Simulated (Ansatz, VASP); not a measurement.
## AgCl: VASP beside Ansatz

```
Ag Cl
1.0
     0.00000    2.73500    2.73500
     2.73500    0.00000    2.73500
     2.73500    2.73500    0.00000
Ag Cl
1 1
Direct
  0.89500 0.89500 0.10500
  0.60500 0.60500 0.39500
```

Change from the starting cell: shortest bond scaled by 0.58, crystal datasets.

Alike in both runs: task electric field gradients; functional LDA; k mesh 7 × 7 × 7; occupations fermi-dirac, width 0.03 eV; no spin polarisation.

|  | VASP | Ansatz |
| --- | --- | --- |
| version | VASP 6.6.1 | Ansatz 0.2.0 |
| potentials or method | VASP PAW LDA potentials, release 64 (Ag, Cl), cutoff 520 eV | all-electron PAW with datasets made for the crystal, scalar-relativistic |

VASP gave:

```
gap on the k mesh at the Fermi level (eV)                     : 1.83
pressure (GPa)                                                : 87.3
traceless stress, the component that is largest in VASP (GPa) : 177.46
rms of the force components (eV/Å)                            : 24.429
size of Vzz on the site where it differs most (V/Å²)          : 482.5
```

**Question.** Estimate Ansatz's values.

**Answer.** gap on the k mesh at the Fermi level (eV): 1.82; pressure (GPa): 84.4; traceless stress, the component that is largest in VASP (GPa): 171.77; rms of the force components (eV/Å): 23.634; size of Vzz on the site where it differs most (V/Å²): 4.8.

LDA's correlation is that of Perdew and Zunger in VASP and of Perdew and Wang (1992) in Ansatz. Atom by atom the forces differ by 0.795 eV/Å (rms over components). Both programs put the cell under a high pressure, so it lies far from rest at this level. Ansatz ran all-electron here, and VASP with PAW potentials.

Noted on VASP's run: the cell as given lies far from equilibrium.
